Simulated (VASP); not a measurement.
# Cr (Im-3m) in VASP: a series of runs

The runs below take Cr through single point, with r2SCAN.

Everything below comes from runs of VASP 6.6.1. Logs are shortened: lines on timing, memory, paths and dates and some standing lists are left out, and cuts for length are marked.

## (1) The cell of the first run

Symmetry: Im-3m, No. 229, cubic system. Conventional cell: a = 2.830 Å, b = 2.830 Å, c = 2.830 Å, α = 90.00°, β = 90.00°, γ = 90.00°. Cr (site symmetry m-3m) has 14 Cr at 2.45 to 2.83 Å within 3.2 Å.

## (2) Single point, r2SCAN

Input file POSCAR:

```
Cr
1.0
   -1.4149597590      1.4149597590      1.4149597590
    1.4149597590     -1.4149597590      1.4149597590
    1.4149597590      1.4149597590     -1.4149597590
Cr
1
Direct
    0.0000000000      0.0000000000      0.0000000000
```

Input file INCAR.step1:

```
PREC = Accurate ; ENCUT = 520
ISMEAR = 0 ; SIGMA = 0.03
LREAL = F ; LASPH = T
NELM = 60 ; NBANDS = 12
GGA = PE ; ALGO = Normal
EDIFF = 1E-4 ; LWAVE = T
LCHARG = F
```

Input file INCAR.step2:

```
PREC = Accurate ; ENCUT = 520
EDIFF = 1E-6 ; ISMEAR = 0
SIGMA = 0.03 ; LREAL = F
LASPH = T ; NELM = 60
ALGO = Normal ; ISIF = 2
LWAVE = F ; LCHARG = F
METAGGA = R2SCAN ; LMIXTAU = T
NBANDS = 12 ; ISTART = 1
```

Input file KPOINTS:

```
Automatic mesh
0
Gamma
  15 15 15
```

Potentials or basis: VASP PAW PBE potentials, release 64 (Cr_pv).

Started as:

```console
$ cat potpaw_PBE.64/Cr_pv/POTCAR > POTCAR
$ cp INCAR.step1 INCAR
$ mpirun -np 1 vasp_std > vasp.out
$ cp INCAR.step2 INCAR
$ mpirun -np 1 vasp_std > vasp.out
```

OUTCAR:

```text
PREC = Accurate
   ENCUT = 520
   EDIFF = 1E-6
   ISMEAR = 0
   LREAL = F
   LASPH = T
   NELM = 60
   ISIF = 2
   METAGGA = R2SCAN
   ISTART = 1

 ion  position               nearest neighbor table
   1  0.000  0.000  0.000-

  LATTYP: Found a body centered cubic cell.
 ALAT       =     2.8299195180

  Lattice vectors:

 A1 = (  -1.4149597590,   1.4149597590,   1.4149597590)
 A2 = (   1.4149597590,  -1.4149597590,   1.4149597590)
 A3 = (   1.4149597590,   1.4149597590,  -1.4149597590)

Analysis of symmetry for initial positions (statically):
=====================================================================
 Subroutine PRICEL returns:
 Original cell was already a primitive cell.

 Routine SETGRP: Setting up the symmetry group for a
 body centered cubic supercell.

 Subroutine GETGRP returns: Found 48 space group operations
 (whereof 48 operations were pure point group operations)
 out of a pool of 48 trial point group operations.

The static configuration has the point symmetry O_h .

Analysis of symmetry for dynamics (positions and initial velocities):
=====================================================================
 Subroutine PRICEL returns:
 Original cell was already a primitive cell.

 Routine SETGRP: Setting up the symmetry group for a
 body centered cubic supercell.

 Subroutine GETGRP returns: Found 48 space group operations
 (whereof 48 operations were pure point group operations)
 out of a pool of 48 trial point group operations.

The dynamic configuration has the point symmetry O_h .

 Subroutine INISYM returns: Found 48 space group operations
 (whereof 48 operations are pure point group operations),
 and found     1 'primitive' translations

----------------------------------------------------------------------------------------

                                     Primitive cell

  volume of cell :      11.3316

  direct lattice vectors                    reciprocal lattice vectors
    -1.414959759  1.414959759  1.414959759     0.000000000  0.353366940  0.353366940
     1.414959759 -1.414959759  1.414959759     0.353366940  0.000000000  0.353366940
     1.414959759  1.414959759 -1.414959759     0.353366940  0.353366940  0.000000000

  length of vectors
     2.450782193  2.450782193  2.450782193     0.499736319  0.499736319  0.499736319

  position of ions in fractional coordinates (direct lattice)
     0.000000000  0.000000000  0.000000000

  ion indices of the primitive-cell ions
   primitive index   ion index
                 1           1

----------------------------------------------------------------------------------------

 KPOINTS: Automatic mesh

Automatic generation of k-mesh.
 Grid dimensions read from file:
 generate k-points for:   15   15   15

 Generating k-lattice:

  Cartesian coordinates                     Fractional coordinates (reciprocal lattice)
     0.000000000  0.023557796  0.023557796     0.066666667  0.000000000  0.000000000
     0.023557796  0.000000000  0.023557796     0.000000000  0.066666667  0.000000000
     0.023557796  0.023557796  0.000000000     0.000000000  0.000000000  0.066666667

  Length of vectors
     0.033315755  0.033315755  0.033315755

  Shift w.r.t. Gamma in fractional coordinates (k-lattice)
     0.000000000  0.000000000  0.000000000

 Subroutine IBZKPT returns following result:
 ===========================================

 Found    120 irreducible k-points:

 Following reciprocal coordinates:
            Coordinates               Weight
  0.000000  0.000000  0.000000      1.000000
  0.066667  0.000000  0.000000     12.000000
  0.133333  0.000000  0.000000     12.000000
  0.200000  0.000000  0.000000     12.000000
  0.266667  0.000000  0.000000     12.000000
  0.333333  0.000000  0.000000     12.000000
[... 16 lines left out ...]
  0.333333  0.200000 -0.000000     48.000000
  0.400000  0.200000  0.000000     24.000000
 [... further k-points ...]
   k-points           NKPTS =    120   k-points in BZ     NKDIM =    120   number of bands    NBANDS=     12
   number of dos      NEDOS =    301   number of ions     NIONS =      1
   total plane-waves  NPLWV =   5832
   dimension x,y,z NGX =    18 NGY =   18 NGZ =   18
   dimension x,y,z NGXF=    36 NGYF=   36 NGZF=   36
   ions per type =               1
   NGX,Y,Z   is equivalent  to a cutoff of  12.21, 12.21, 12.21 a.u.
   NGXF,Y,Z  is equivalent  to a cutoff of  24.42, 24.42, 24.42 a.u.
 SYSTEM =  unknown system
   PREC   = accura    normal or accurate (medium, high low for compatibility)
   ISTART =      1    job   : 0-new  1-cont  2-samecut
   ICHARG =      0    charge: 1-file 2-atom 10-const
   ISPIN  =      1    spin polarized calculation?
   LNONCOLLINEAR =      F non collinear calculations
   LSORBIT =      F    spin-orbit coupling
   LASPH  =      T    aspherical Exc in radial PAW
   ENCUT  =  520.0 eV  38.22 Ry    6.18 a.u.   4.56  4.56  4.56*2*pi/ulx,y,z
   NELM   =     60;   NELMIN=  2; NELMDL=  0     # of ELM steps
   EDIFF  = 0.1E-05   stopping-criterion for ELM
   LREAL  =      F    real-space projection
   EDIFFG = 0.1E-04   stopping-criterion for IOM
   NSW    =      0    number of steps for IOM
   IBRION =     -1    ionic relax: 0-MD 1-quasi-New 2-CG
   NFREE  =      0    steps in history (QN), initial steepest desc. (CG)
   ISIF   =      2    stress and relaxation
   ISYM   =      2    0-nonsym 1-usesym 2-fastsym
   POTIM  = 0.5000    time-step for ionic-motion
   TEBEG  =    0.0;   TEEND  =   0.0 temperature during run
   PSTRESS=    0.0 pullay stress
   NELECT =      12.0000    total number of electrons
   NUPDOWN=      -1.0000    fix difference up-down
   EMIN   =  10.00;   EMAX   =-10.00  energy-range for DOS
   EFERMI =   0.00;   METHOD = LEGACY
   ISMEAR =     0;   SIGMA  =   0.03  broadening in eV -4-tet -1-fermi 0-gaus
   EFERMI_NEDOS =   21; number of points for ismear=-14 and -15
   IALGO  =     38    algorithm
   IMIX   =      4    mixing-type and parameters
     AMIX     =   0.40;   BMIX     =  1.00
     AMIX_MAG =   1.60;   BMIX_MAG =  1.00
  volume/ion in A,a.u.               =      11.33        76.47
  Fermi-wavevector in a.u.,A,eV,Ry     =   1.668673  3.153334 37.884995  2.784469
  Thomas-Fermi vector in A             =   2.754479
   LORBIT       =      0    0 simple, 1 ext, 2 COOP (PROOUT), +10 PAW based schemes
   METAGGA = R2SCAN    functional components
   LHFCALC =     F    Hartree Fock is set to
   AEXX    =    0.0000 exact exchange contribution
   IVDW    =     0    specifies the selected vdW correction
   LEPSILON=     F    determine dielectric tensor
   LRPA    =     F    only Hartree local field effects (RPA)
 non-spin polarized calculation
 Gauss-broadening in eV      SIGMA  =   0.03
  energy-cutoff  :      520.00
  volume of cell :       11.33
 maximum number of plane-waves:       321
   NGX =  9   NGY =  9   NGZ =  9

 number of electron      12.0000006 magnetization

 Free energy of the ion-electron system (eV)
  ---------------------------------------------------
  ext. energy  EPLUGINS =         0.00000000
  ---------------------------------------------------
  free energy    TOTEN  =       -14.79940640 eV

  energy without entropy =      -14.79881768  energy(sigma->0) =      -14.79911204

 E-fermi :  11.1635     XC(G=0): -15.1127

 val. band max:       11.1456630777   @ k =  -0.2000   0.2000   0.1333
 cond. band min:      11.1719121211   @ k =   0.0667   0.0667   0.0667
 fundamental gap:      0.0262490434
 Fermi energy:        11.1634572579

 k-point     1 :       0.0000    0.0000    0.0000
  band No.  band energies     occupation
      1     -33.1193      2.00000
      2     -33.1193      2.00000
      3     -33.1193      2.00000
      4       2.7021      2.00000
      5      10.2021      2.00000
      6      10.2022      2.00000
      7      10.2022      2.00000
      8      12.6272      0.00000
      9      12.6272      0.00000
     10      14.4027      0.00000
     11      34.4419      0.00000
     12      34.4420      0.00000

 k-point     2 :       0.0667    0.0000    0.0000
  band No.  band energies     occupation
      1     -33.1655      2.00000
      2     -33.1332      2.00000
      3     -33.1196      2.00000
      4       2.9095      2.00000
      5      10.1204      2.00000
      6      10.1870      2.00000
      7      10.3421      2.00000
      8      12.5345      0.00000
      9      12.6322      0.00000
     10      14.4022      0.00000
     11      33.9689      0.00000
     12      34.3842      0.00000

 k-point     3 :       0.1333    0.0000    0.0000
  band No.  band energies     occupation
      1     -33.2948      2.00000
      2     -33.1725      2.00000
      3     -33.1204      2.00000
      4       3.5059      2.00000
      5       9.8949      2.00000
      6      10.1143      2.00000
      7      10.7487      2.00000
      8      12.3377      0.00000
      9      12.6513      0.00000
     10      14.4009      0.00000
     11      32.6460      0.00000
     12      34.0136      0.00000
[... 286 lines left out ...]
 k-point    23 :       0.3333    0.2000   -0.0000
  band No.  band energies     occupation
      1     -33.9934      2.00000
      2     -33.5536      2.00000
      3     -33.2181      2.00000
      4       7.3899      2.00000
      5       8.6541      2.00000
      6       9.7810      2.00000
      7      12.4148      0.00000
      8      13.1197      0.00000
      9      14.3334      0.00000
     10      16.4550      0.00000
     11      22.6794      0.00000
     12      26.0826      0.00000

 k-point    24 :       0.4000    0.2000    0.0000
  band No.  band energies     occupation
      1     -34.0096      2.00000
      2     -33.5812      2.00000
      3     -33.2201      2.00000
      4       7.3751      2.00000
      5       8.6375      2.00000
      6       9.9501      2.00000
      7      12.4847      0.00000
      8      13.1579      0.00000
      9      14.3287      0.00000
     10      17.1661      0.00000
     11      21.6377      0.00000
     12      25.8583      0.00000

 [... further k-points ...]
[... 5 lines left out ...]
  --------------------------------------------------------------------------------------
  -------------------------------------------------------------------------------------
  Total        0.0406045      0.0406045      0.0406045      0.0000000     -0.0000000      0.0000000
  in kB        5.7410631      5.7410631      5.7410631      0.0000000     -0.0000000      0.0000000
  external PRESSURE =       5.7410631 kB  Pullay stress =       0.0000000 kB

 VOLUME and BASIS-vectors are now :
 -----------------------------------------------------------------------------
  energy-cutoff  :      520.00
  volume of cell :       11.33
      direct lattice vectors                 reciprocal lattice vectors
    -1.414959759  1.414959759  1.414959759     0.000000000  0.353366940  0.353366940
     1.414959759 -1.414959759  1.414959759     0.353366940  0.000000000  0.353366940
     1.414959759  1.414959759 -1.414959759     0.353366940  0.353366940  0.000000000

 POSITION                                       TOTAL-FORCE (eV/Angst)
 -----------------------------------------------------------------------------------
      0.00000      0.00000      0.00000        -0.000000      0.000000      0.000000
 -----------------------------------------------------------------------------------
    total drift:                                0.000000      0.000000      0.000000

  FREE ENERGIE OF THE ION-ELECTRON SYSTEM (eV)
  ---------------------------------------------------
  free  energy   TOTEN  =       -14.7994063980 eV

  energy  without entropy=      -14.7988176776  energy(sigma->0) =      -14.79911204
```

Wall time 42 s (1 thread of Intel Xeon 6975P-C, shared host); peak memory 0.13 GiB.

Results:

- Free energy: -14.7994 eV
- Pressure: 0.6 GPa
- Band gap on the k mesh: zero (band 6 reaches 13.61 eV, above the bottom of band 7 at 10.20 eV)

Levels at points of the mesh, in eV from the Fermi level:
```csv
k point,band 2,band 3,band 4,band 5,band 6,band 7,band 8,band 9,band 10,band 11
"(0.00, 0.00, 0.00)",-44.28,-44.28,-8.46,-0.96,-0.96,-0.96,1.46,1.46,3.24,23.28
```

Caveat: the PAW data sets were made with another functional, which shifts forces and pressure a little; the run has no spin polarisation, though such a crystal can be magnetic. Spin polarisation is off, so any magnetic state and its effect on volume and gap are missing.

## (3) Single point, r2SCAN

POSCAR is that of step 2.

Input file INCAR.step1:

```
ALGO     = Normal         # electronic algorithm
EDIFF    = 1E-4           # SCF threshold, eV
ENCUT    = 520            # plane-wave cutoff, eV
GGA      = PE             # functional
ISMEAR   = 0              # smearing method
LASPH    = T              # aspherical terms in the spheres
LCHARG   = F              # write CHGCAR
LREAL    = F              # projectors in reciprocal space
LWAVE    = T              # write WAVECAR
NBANDS   = 12             # bands
NELM     = 60             # most SCF steps
PREC     = Accurate       # precision mode
SIGMA    = 0.1            # smearing width, eV
```

Input file INCAR.step2:

```
ALGO     = Normal         # electronic algorithm
EDIFF    = 1E-6           # SCF threshold, eV
ENCUT    = 520            # plane-wave cutoff, eV
ISIF     = 2              # what is computed and relaxed
ISMEAR   = 0              # smearing method
ISTART   = 1            
LASPH    = T              # aspherical terms in the spheres
LCHARG   = F              # write CHGCAR
LMIXTAU  = T            
LREAL    = F              # projectors in reciprocal space
LWAVE    = F              # write WAVECAR
METAGGA  = R2SCAN         # meta-GGA
NBANDS   = 12             # bands
NELM     = 60             # most SCF steps
PREC     = Accurate       # precision mode
SIGMA    = 0.1            # smearing width, eV
```

Input file KPOINTS:

```
k-points
0
Gamma
  15 15 15
```

Potentials or basis: VASP PAW PBE potentials, release 64 (Cr_pv).

Started as:

```console
$ cat potpaw_PBE.64/Cr_pv/POTCAR > POTCAR
$ cp INCAR.step1 INCAR
$ mpirun -np 1 vasp_std > vasp.out
$ cp INCAR.step2 INCAR
$ mpirun -np 1 vasp_std > vasp.out
```

Run time: 39 s. Hardware: 1 thread of Intel Xeon 6975P-C, shared host; peak memory 0.13 GiB.

The run converged. Its results:

```
Free energy            : -14.8019 eV
Pressure               : 0.6 GPa
Band gap on the k mesh : zero (band 6 reaches 13.62 eV, above the bottom of band 7 at 10.20 eV)
```

Levels at points of the mesh, in eV from the Fermi level:
```
           k point  band 4  band 5  band 6  band 7  band 8  band 9
(0.00, 0.00, 0.00)   -8.46   -0.96   -0.96   -0.96    1.46    1.46
```

Caveat: the PAW data sets were made with another functional, which shifts forces and pressure a little; the run has no spin polarisation, though such a crystal can be magnetic.

## (4) Single point, r2SCAN

POSCAR is that of step 3.

Input file INCAR.step1:

```
PREC = Accurate
ENCUT = 520
ISMEAR = 0
SIGMA = 0.2
LREAL = False
LASPH = True
NELM = 100
NBANDS = 12
GGA = PE
ALGO = Normal
EDIFF = 1E-4
LWAVE = True
LCHARG = False
```

Input file INCAR.step2:

```
PREC = Accurate
ENCUT = 520
EDIFF = 1E-7
ISMEAR = 0
SIGMA = 0.2
LREAL = False
LASPH = True
NELM = 100
ALGO = Normal
ISIF = 2
LWAVE = False
LCHARG = True
METAGGA = R2SCAN
LMIXTAU = True
LELF = True
LVHAR = True
NBANDS = 12
ISTART = 1
```

Input file KPOINTS:

```
Automatic mesh
0
Gamma
  15 15 15
```

Started as:

```console
$ cat potpaw_PBE.64/Cr_pv/POTCAR > POTCAR
$ cp INCAR.step1 INCAR
$ mpirun -np 1 vasp_std > vasp.out
$ cp INCAR.step2 INCAR
$ mpirun -np 1 vasp_std > vasp.out
```

Run time: 41 s. Hardware: 1 thread of Intel Xeon 6975P-C, shared host; peak memory 0.13 GiB.

The run converged. Its results:

| Property | Result |
| --- | --- |
| Free energy | -14.8087 eV |
| Pressure | 0.6 GPa |
| Band gap on the k mesh | zero (band 6 reaches 13.62 eV, above the bottom of band 7 at 10.21 eV) |

Levels at points of the mesh, in eV from the Fermi level:
```
           k point  band 2  band 3  band 4  band 5  band 6  band 7  band 8  band 9  band 10  band 11
(0.00, 0.00, 0.00)  -44.29  -44.29   -8.47   -0.97   -0.97   -0.97    1.46    1.46     3.24    23.27
```

Caveat: the PAW data sets were made with another functional, which shifts forces and pressure a little; the run has no spin polarisation, though such a crystal can be magnetic. Spin polarisation is off, so any magnetic state and its effect on volume and gap are missing.

## (5) Single point, r2SCAN

POSCAR is that of step 4.

Input file INCAR.step1:

```
SYSTEM = Cr
PREC = Accurate
ENCUT = 520
ISMEAR = 0
SIGMA = 0.3
LREAL = .FALSE.
LASPH = .TRUE.
NELM = 60
NBANDS = 12
GGA = PE
ALGO = Normal
EDIFF = 1E-4
LWAVE = .TRUE.
LCHARG = .FALSE.
```

Input file INCAR.step2:

```
SYSTEM = Cr
PREC = Accurate
ENCUT = 520
EDIFF = 1E-6
ISMEAR = 0
SIGMA = 0.3
LREAL = .FALSE.
LASPH = .TRUE.
NELM = 60
ALGO = Normal
ISIF = 2
LWAVE = .FALSE.
LCHARG = .FALSE.
METAGGA = R2SCAN
LMIXTAU = .TRUE.
NBANDS = 12
ISTART = 1
```

Input file KPOINTS:

```
regular mesh
0
G
  15 15 15
  0 0 0
```

Started as:

```console
$ cat potpaw_PBE.64/Cr_pv/POTCAR > POTCAR
$ cp INCAR.step1 INCAR
$ mpirun -np 1 vasp_std > vasp.out
$ cp INCAR.step2 INCAR
$ mpirun -np 1 vasp_std > vasp.out
```

Run time: 40 s. Hardware: 1 thread of Intel Xeon 6975P-C, shared host; peak memory 0.13 GiB.

The run converged. Its results:

```yaml
Free_energy: -14.8182 eV
Pressure: 0.7 GPa
Band_gap_on_the_k_mesh: zero (band 6 reaches 13.62 eV, above the bottom of band 7 at 10.21 eV)
```

Levels at points of the mesh, in eV from the Fermi level:
| k point | band 2 | band 3 | band 4 | band 5 | band 6 | band 7 | band 8 | band 9 | band 10 | band 11 |
| --- | --- | --- | --- | --- | --- | --- | --- | --- | --- | --- |
| (0.00, 0.00, 0.00) | -44.28 | -44.28 | -8.47 | -0.97 | -0.97 | -0.97 | 1.46 | 1.46 | 3.24 | 23.27 |

Caveat: the PAW data sets were made with another functional, which shifts forces and pressure a little; the run has no spin polarisation, though such a crystal can be magnetic.

## (6) Single point, r2SCAN

POSCAR is that of step 5.

Input file INCAR.step1:

```
PREC = Accurate ; ENCUT = 520
ISMEAR = 0 ; SIGMA = 0.6
LREAL = False ; LASPH = True
NELM = 80 ; NBANDS = 12
GGA = PE ; ALGO = Normal
EDIFF = 1E-4 ; LWAVE = True
LCHARG = False
```

Input file INCAR.step2:

```
PREC = Accurate ; ENCUT = 520
EDIFF = 1E-7 ; ISMEAR = 0
SIGMA = 0.6 ; LREAL = False
LASPH = True ; NELM = 80
ALGO = Normal ; ISIF = 2
LWAVE = False ; LCHARG = False
METAGGA = R2SCAN ; LMIXTAU = True
NBANDS = 12 ; ISTART = 1
```

Input file KPOINTS:

```
regular mesh
0
Gamma
  15 15 15
```

Potentials or basis: VASP PAW PBE potentials, release 64 (Cr_pv).

Started as:

```console
$ cat potpaw_PBE.64/Cr_pv/POTCAR > POTCAR
$ cp INCAR.step1 INCAR
$ mpirun -np 1 vasp_std > vasp.out
$ cp INCAR.step2 INCAR
$ mpirun -np 1 vasp_std > vasp.out
```

Wall time 43 s (1 thread of Intel Xeon 6975P-C, shared host); peak memory 0.13 GiB.

It converged, with:

| Property | Result |
| --- | --- |
| Free energy | -14.8652 eV |
| Pressure | 1.2 GPa |
| Band gap on the k mesh | zero (band 6 reaches 13.65 eV, above the bottom of band 7 at 10.23 eV) |

Levels at points of the mesh, in eV from the Fermi level:
| k point | band 2 | band 3 | band 4 | band 5 | band 6 | band 7 | band 8 | band 9 | band 10 | band 11 |
| --- | --- | --- | --- | --- | --- | --- | --- | --- | --- | --- |
| (0.00, 0.00, 0.00) | -44.23 | -44.23 | -8.44 | -0.92 | -0.92 | -0.92 | 1.50 | 1.50 | 3.30 | 23.30 |

Caveat: the PAW data sets were made with another functional, which shifts forces and pressure a little; the run has no spin polarisation, though such a crystal can be magnetic.

## (7) The runs side by side

| smearing | gap on the mesh (eV) | pressure (GPa) |
| --- | --- | --- |
| gaussian 0.03 eV | none | 0.6 |
| gaussian 0.1 eV | none | 0.6 |
| gaussian 0.2 eV | none | 0.6 |
| gaussian 0.3 eV | none | 0.7 |
| gaussian 0.6 eV | none | 1.2 |

Alike in all rows: task single point; level r2SCAN; potentials or basis VASP PAW PBE potentials, release 64 (Cr_pv); no spin polarisation; cell as given; k mesh 15 × 15 × 15; cutoff (eV) 520.

Every run on the cell as given and a fine mesh finds a metal.

Caveats: the PAW data sets were made with another functional, which shifts forces and pressure a little; the run has no spin polarisation, though such a crystal can be magnetic.

Total energies depend on the potentials used, so only differences within one code and one set of settings carry meaning.
